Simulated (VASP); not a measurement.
# LiNbO3 (R-3c) in VASP: relaxation of cell and atoms with LDA

Aim: the relaxation of cell and atoms of LiNbO3 with LDA.

Program: VASP 6.6.1. These are calculated values, not measurements. Logs are shortened: lines on timing, memory, paths and dates and some standing lists are left out, and cuts for length are marked.

## 1. The cell of the first run

The structure is trigonal, space group R-3c (No. 167). The conventional cell has a = 5.124 Å, b = 5.124 Å, c = 13.555 Å, α = 90.00°, β = 90.00°, γ = 120.00°. Li (site symmetry 32) has 3 O at 1.92 Å within 2.6 Å. Within 2.6 Å of Nb (site symmetry -3) lie 6 O at 1.97 Å. O (site symmetry 2) has 1 Li at 1.92 Å and 2 Nb at 1.97 Å within 2.6 Å.

## 2. Relaxation of cell and atoms, LDA

Contents of INCAR:

```
ALGO = Normal ; EDIFF = 1E-7
EDIFFG = -0.005 ; ENCUT = 750
GGA_COMPAT = F ; IBRION = 2
ISIF = 3 ; ISMEAR = 0
LASPH = T ; LCHARG = F
LREAL = F ; LWAVE = F
NELM = 120 ; NELMIN = 4
NSW = 100 ; PREC = Accurate
SIGMA = 0.02
```

Contents of KPOINTS:

```
k-points
0
Gamma
  6 6 6
```

Contents of POSCAR:

```
LiNbO3
1.0
    2.5620336988      1.4791908457      4.5184286531
   -2.5620336988      1.4791908457      4.5184286531
    0.0000000000     -2.9583816913      4.5184286531
Li Nb O
2 2 6
Direct
    0.2500000000      0.2500000000      0.2500000000
    0.7500000000      0.7500000000      0.7500000000
    0.0000000000      0.0000000000      0.0000000000
    0.5000000000      0.5000000000      0.5000000000
    0.1254341554      0.3745658446      0.7500000000
    0.7500000000      0.1254341554      0.3745658446
    0.3745658446      0.7500000000      0.1254341554
    0.8745658446      0.6254341554      0.2500000000
    0.2500000000      0.8745658446      0.6254341554
    0.6254341554      0.2500000000      0.8745658446
```

Potentials or basis: VASP PAW LDA potentials, release 64 (Li_sv, Nb_sv, O).

The run is started by

```bash
$ cat potpaw_LDA.64/Li_sv/POTCAR potpaw_LDA.64/Nb_sv/POTCAR potpaw_LDA.64/O/POTCAR > POTCAR
$ mpirun -np 1 vasp_std > vasp.out
```

OUTCAR:

```text
EDIFF = 1E-7
   EDIFFG = -0.005
   ENCUT = 750
   IBRION = 2
   ISIF = 3
   ISMEAR = 0
   LASPH = T
   LREAL = F
   NELM = 120
   NELMIN = 4
   NSW = 100
   PREC = Accurate

 ion  position               nearest neighbor table
   1  0.250  0.250  0.250-   9 1.92  10 1.92   8 1.92
   2  0.750  0.750  0.750-   6 1.92   7 1.92   5 1.92
   3  0.000  0.000  0.000-   6 1.97   9 1.97   7 1.97  10 1.97   5 1.97   8 1.97
   4  0.500  0.500  0.500-   7 1.97  10 1.97   9 1.97   6 1.97   5 1.97   8 1.97
   5  0.125  0.375  0.750-   2 1.92   3 1.97   4 1.97
   6  0.750  0.125  0.375-   2 1.92   3 1.97   4 1.97
   7  0.375  0.750  0.125-   2 1.92   4 1.97   3 1.97
   8  0.875  0.625  0.250-   1 1.92   3 1.97   4 1.97
   9  0.250  0.875  0.625-   1 1.92   3 1.97   4 1.97
  10  0.625  0.250  0.875-   1 1.92   4 1.97   3 1.97

  LATTYP: Found a trigonal (rhomboedric) cell.
 ALAT       =     5.4007610320
 COS(alpha) =     0.5499199652

  Lattice vectors:

 A1 = (   2.5620336988,   1.4791908457,   4.5184286531)
 A2 = (  -2.5620336988,   1.4791908457,   4.5184286531)
 A3 = (   0.0000000000,  -2.9583816913,   4.5184286531)

Analysis of symmetry for initial positions (statically):
=====================================================================
 Subroutine PRICEL returns:
 Original cell was already a primitive cell.

 Routine SETGRP: Setting up the symmetry group for a
 trigonal (rhombohedral) supercell.

 Subroutine GETGRP returns: Found 12 space group operations
 (whereof  6 operations were pure point group operations)
 out of a pool of 12 trial point group operations.

The static configuration has the point symmetry S_6 .
 The point group associated with its full space group is D_3d.

Analysis of symmetry for dynamics (positions and initial velocities):
=====================================================================
 Subroutine PRICEL returns:
 Original cell was already a primitive cell.

 Routine SETGRP: Setting up the symmetry group for a
 trigonal (rhombohedral) supercell.

 Subroutine GETGRP returns: Found 12 space group operations
 (whereof  6 operations were pure point group operations)
 out of a pool of 12 trial point group operations.

The dynamic configuration has the point symmetry S_6 .
 The point group associated with its full space group is D_3d.

 Subroutine INISYM returns: Found 12 space group operations
 (whereof  6 operations are pure point group operations),
 and found     1 'primitive' translations

----------------------------------------------------------------------------------------

                                     Primitive cell

  volume of cell :     102.7419

  direct lattice vectors                    reciprocal lattice vectors
     2.562033699  1.479190846  4.518428653     0.195157464  0.112674215  0.073771959
    -2.562033699  1.479190846  4.518428653    -0.195157464  0.112674215  0.073771959
     0.000000000 -2.958381691  4.518428653     0.000000000 -0.225348429  0.073771959

  length of vectors
     5.400761032  5.400761032  5.400761032     0.237116462  0.237116462  0.237116462

  position of ions in fractional coordinates (direct lattice)
     0.250000000  0.250000000  0.250000000
     0.750000000  0.750000000  0.750000000
     0.000000000  0.000000000  0.000000000
     0.500000000  0.500000000  0.500000000
     0.125434155  0.374565845  0.750000000
     0.750000000  0.125434155  0.374565845
     0.374565845  0.750000000  0.125434155
     0.874565845  0.625434155  0.250000000
     0.250000000  0.874565845  0.625434155
     0.625434155  0.250000000  0.874565845

  ion indices of the primitive-cell ions
   primitive index   ion index
                 1           1
                 2           2
                 3           3
                 4           4
                 5           5
                 6           6
                 7           7
                 8           8
                 9           9
                10          10

----------------------------------------------------------------------------------------

 KPOINTS: k-points

Automatic generation of k-mesh.
 Grid dimensions read from file:
 generate k-points for:    6    6    6

 Generating k-lattice:

  Cartesian coordinates                     Fractional coordinates (reciprocal lattice)
     0.032526244  0.018779036  0.012295326     0.166666667  0.000000000  0.000000000
    -0.032526244  0.018779036  0.012295326     0.000000000  0.166666667  0.000000000
     0.000000000 -0.037558072  0.012295326     0.000000000  0.000000000  0.166666667

  Length of vectors
     0.039519410  0.039519410  0.039519410

  Shift w.r.t. Gamma in fractional coordinates (k-lattice)
     0.000000000  0.000000000  0.000000000

 Subroutine IBZKPT returns following result:
 ===========================================

 Found     32 irreducible k-points:

 Following reciprocal coordinates:
            Coordinates               Weight
  0.000000  0.000000  0.000000      1.000000
  0.166667  0.000000  0.000000      6.000000
  0.333333  0.000000 -0.000000      6.000000
  0.500000  0.000000  0.000000      3.000000
  0.166667  0.166667  0.000000      6.000000
  0.333333  0.166667 -0.000000     12.000000
[... 16 lines left out ...]
  0.500000  0.500000  0.166667      6.000000
 -0.333333  0.500000  0.166667     12.000000
 [... further k-points ...]
   k-points           NKPTS =     32   k-points in BZ     NKDIM =     32   number of bands    NBANDS=     40
   number of dos      NEDOS =    301   number of ions     NIONS =     10
   total plane-waves  NPLWV = 110592
   dimension x,y,z NGX =    48 NGY =   48 NGZ =   48
   dimension x,y,z NGXF=    96 NGYF=   96 NGZF=   96
   ions per type =               2   2   6
   NGX,Y,Z   is equivalent  to a cutoff of  14.78, 14.78, 14.78 a.u.
   NGXF,Y,Z  is equivalent  to a cutoff of  29.55, 29.55, 29.55 a.u.
 SYSTEM =  unknown system
   PREC   = accura    normal or accurate (medium, high low for compatibility)
   ISTART =      0    job   : 0-new  1-cont  2-samecut
   ICHARG =      2    charge: 1-file 2-atom 10-const
   ISPIN  =      1    spin polarized calculation?
   LNONCOLLINEAR =      F non collinear calculations
   LSORBIT =      F    spin-orbit coupling
   LASPH  =      T    aspherical Exc in radial PAW
   ENCUT  =  750.0 eV  55.12 Ry    7.42 a.u.  12.06 12.06 12.06*2*pi/ulx,y,z
   NELM   =    120;   NELMIN=  4; NELMDL= -5     # of ELM steps
   EDIFF  = 0.1E-06   stopping-criterion for ELM
   LREAL  =      F    real-space projection
   EDIFFG = -.5E-02   stopping-criterion for IOM
   NSW    =    100    number of steps for IOM
   IBRION =      2    ionic relax: 0-MD 1-quasi-New 2-CG
   NFREE  =      1    steps in history (QN), initial steepest desc. (CG)
   ISIF   =      3    stress and relaxation
   ISYM   =      2    0-nonsym 1-usesym 2-fastsym
   POTIM  = 0.5000    time-step for ionic-motion
   TEBEG  =    0.0;   TEEND  =   0.0 temperature during run
   PSTRESS=    0.0 pullay stress
   NELECT =      68.0000    total number of electrons
   NUPDOWN=      -1.0000    fix difference up-down
   EMIN   =  10.00;   EMAX   =-10.00  energy-range for DOS
   EFERMI =   0.00;   METHOD = LEGACY
   ISMEAR =     0;   SIGMA  =   0.02  broadening in eV -4-tet -1-fermi 0-gaus
   EFERMI_NEDOS =   21; number of points for ismear=-14 and -15
   IALGO  =     38    algorithm
   IMIX   =      4    mixing-type and parameters
     AMIX     =   0.40;   BMIX     =  1.00
     AMIX_MAG =   1.60;   BMIX_MAG =  1.00
  volume/ion in A,a.u.               =      10.27        69.33
  Fermi-wavevector in a.u.,A,eV,Ry     =   1.426687  2.696047 27.693767  2.035434
  Thomas-Fermi vector in A             =   2.546937
   LORBIT       =      0    0 simple, 1 ext, 2 COOP (PROOUT), +10 PAW based schemes
   GGA     = CA    functional components
   LHFCALC =     F    Hartree Fock is set to
   AEXX    =    0.0000 exact exchange contribution
   IVDW    =     0    specifies the selected vdW correction
   LEPSILON=     F    determine dielectric tensor
   LRPA    =     F    only Hartree local field effects (RPA)
 conjugate gradient relaxation of ions
 non-spin polarized calculation
 Gauss-broadening in eV      SIGMA  =   0.02
  energy-cutoff  :      750.00
  volume of cell :      102.74
 maximum number of plane-waves:      4821
   NGX = 25   NGY = 25   NGZ = 25

--------------------------------------- Ionic step        1  -------------------------------------------

 number of electron      68.0000009 magnetization

 Free energy of the ion-electron system (eV)
  ---------------------------------------------------
  ext. energy  EPLUGINS =         0.00000000
  ---------------------------------------------------
  free energy    TOTEN  =       -87.39789374 eV

  energy without entropy =      -87.39789374  energy(sigma->0) =      -87.39789374

------------------------ aborting loop because EDIFF is reached ----------------------------------------

  FORCE on cell =-STRESS in cart. coord.  units (eV):
  Direction    XX          YY          ZZ          XY          YZ          ZX
  --------------------------------------------------------------------------------------
  -------------------------------------------------------------------------------------
  Total       -0.0234099     -0.0234099     -0.0356814      0.0000000     -0.0000000      0.0000000
  in kB       -0.3650584     -0.3650584     -0.5564221      0.0000000     -0.0000000      0.0000000
  external PRESSURE =      -0.4288463 kB  Pullay stress =       0.0000000 kB
[... 117 lines left out ...]
  energy  without entropy=      -87.3979163546  energy(sigma->0) =      -87.39791635

--------------------------------------- Ionic step        4  -------------------------------------------

 number of electron      68.0000009 magnetization

 Free energy of the ion-electron system (eV)
  ---------------------------------------------------
  ext. energy  EPLUGINS =         0.00000000
  ---------------------------------------------------
  free energy    TOTEN  =       -87.39792699 eV

  energy without entropy =      -87.39792699  energy(sigma->0) =      -87.39792699

 E-fermi :   3.9138     XC(G=0): -11.5099

 val. band max:        3.7694166557   @ k =  -0.1667   0.1667   0.0000
 cond. band min:       6.3737554774   @ k =   0.5000   0.5000   0.0000
 fundamental gap:      2.6043388217
 Fermi energy:         3.9138136056

 k-point     1 :       0.0000    0.0000    0.0000
  band No.  band energies     occupation
      1     -50.1724      2.00000
      2     -50.1531      2.00000
      3     -37.7504      2.00000
      4     -37.7474      2.00000
      5     -26.6557      2.00000
      6     -26.6557      2.00000
[... 1021 lines left out ...]
     39       8.9715      0.00000
     40       9.2002      0.00000

 [... further k-points ...]

------------------------ aborting loop because EDIFF is reached ----------------------------------------

  FORCE on cell =-STRESS in cart. coord.  units (eV):
  Direction    XX          YY          ZZ          XY          YZ          ZX
  --------------------------------------------------------------------------------------
  -------------------------------------------------------------------------------------
  Total        0.0227272      0.0227272      0.0287705     -0.0000000      0.0000000     -0.0000000
  in kB        0.3546497      0.3546497      0.4489530     -0.0000000      0.0000000     -0.0000000
  external PRESSURE =       0.3860841 kB  Pullay stress =       0.0000000 kB
[... 25 lines left out ...]
  FREE ENERGIE OF THE ION-ELECTRON SYSTEM (eV)
  ---------------------------------------------------
  free  energy   TOTEN  =       -87.3979269868 eV

  energy  without entropy=      -87.3979269868  energy(sigma->0) =      -87.39792699

 reached required accuracy - stopping structural energy minimisation
```

It took 25 min on 1 thread of Oxide Virtual Turin-like, shared host; peak memory 0.35 GiB.

What came out:

```yaml
Free_energy: -87.3979 eV
Relaxed_volume: 10.27 Å³/atom
Relaxed_cell: a = 5.399 Å, b = 5.399 Å, c = 5.399 Å, α = 56.64°, β = 56.64°, γ = 56.64°
Space_group_after_relaxing_to_0.1_Å: R-3c (No. 167)
Energy_gained_by_relaxing: 0.0 meV/atom
Ionic_steps: 4
Pressure_after_relaxing: 0.0 GPa
Largest_force_after_relaxing: 0.004 eV/Å
Band_gap_on_the_k_mesh: 2.60 eV (least direct gap 2.68 eV)
```

Forces in eV/Å, atoms in the order of the input:
```
Li   0.000  0.000  0.000
Li   0.000  0.000  0.000
Nb   0.000  0.000  0.000
Nb   0.000  0.000  0.000
O   -0.004  0.000  0.000
O    0.002 -0.004  0.000
O    0.002  0.004  0.000
O    0.004  0.000  0.000
O   -0.002  0.004  0.000
O   -0.002 -0.004  0.000
```

Final structure:
```
CELL_PARAMETERS angstrom
2.56157 1.47893 4.51703
-2.56157 1.47893 4.51703
0.00000 -2.95785 4.51703
ATOMIC_POSITIONS crystal
Li 0.25000 0.25000 0.25000
Li 0.75000 0.75000 0.75000
Nb 0.00000 0.00000 0.00000
Nb 0.50000 0.50000 0.50000
O 0.12525 0.37475 0.75000
O 0.75000 0.12525 0.37475
O 0.37475 0.75000 0.12525
O 0.87475 0.62525 0.25000
O 0.25000 0.87475 0.62525
O 0.62525 0.25000 0.87475
```
